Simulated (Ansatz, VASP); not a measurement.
# One calculation of Pb, two programs

File INCAR:

```
PREC = Accurate
ENCUT = 520
EDIFF = 1E-7
ISMEAR = -1
SIGMA = 0.05
LREAL = F
LASPH = T
NELM = 100
ALGO = Fast
ISIF = 2
LWAVE = F
LCHARG = F
NBANDS = 21
```

Contents of KPOINTS:

```
Automatic mesh
0
Gamma
  7 7 7
```

The input POSCAR:

```
Pb
1.0
    0.0000000000      3.4390000555      3.4390000555
    3.4390000555      0.0000000000      3.4390000555
    3.4390000555      3.4390000555      0.0000000000
Pb
2
Direct
    0.2500000000      0.2500000000      0.2500000000
    0.0000000000      0.0000000000      0.0000000000
```

Contents of input.yaml:

```yaml
crystal:
  lattice:
    - [0.0, 3.4390000555, 3.4390000555]
    - [3.4390000555, 0.0, 3.4390000555]
    - [3.4390000555, 3.4390000555, 0.0]
  atoms:
    - { symbol: Pb, position: [0.25, 0.25, 0.25] }
    - { symbol: Pb, position: [0.0, 0.0, 0.0] }
kpoints:
  mp_grid: { grid: [7, 7, 7] }
scf:
  occupations: { method: fermi_dirac, width: 0.05 }
hamiltonian:
  xc: lda
  pseudopotentials: { kind: all_electron, lapw: { basis_error: 0.001 } }
output:
  forces: true
  stress: true
  eigenvalues: true
```

Alike in both runs: task single point; functional LDA; k mesh 7 × 7 × 7; occupations fermi-dirac, width 0.05 eV; no spin polarisation.

|  | VASP | Ansatz |
| --- | --- | --- |
| version | VASP 6.6.1 | Ansatz 0.2.0 |
| potentials or method | VASP PAW LDA potentials, release 64 (Pb_d), cutoff 520 eV | all-electron LAPW, scalar-relativistic |

```tsv
	VASP	Ansatz	Ansatz less VASP
gap on the k mesh at the Fermi level (eV)	none	none	-
pressure (GPa)	-0.7	-0.7	-0.02
```

LDA's correlation is that of Perdew and Zunger in VASP and of Perdew and Wang (1992) in Ansatz. A gap of «none» marks a metal or a gap that the smearing closes. Ansatz ran all-electron here, and VASP with PAW potentials.

Neither program's run includes spin-orbit coupling.
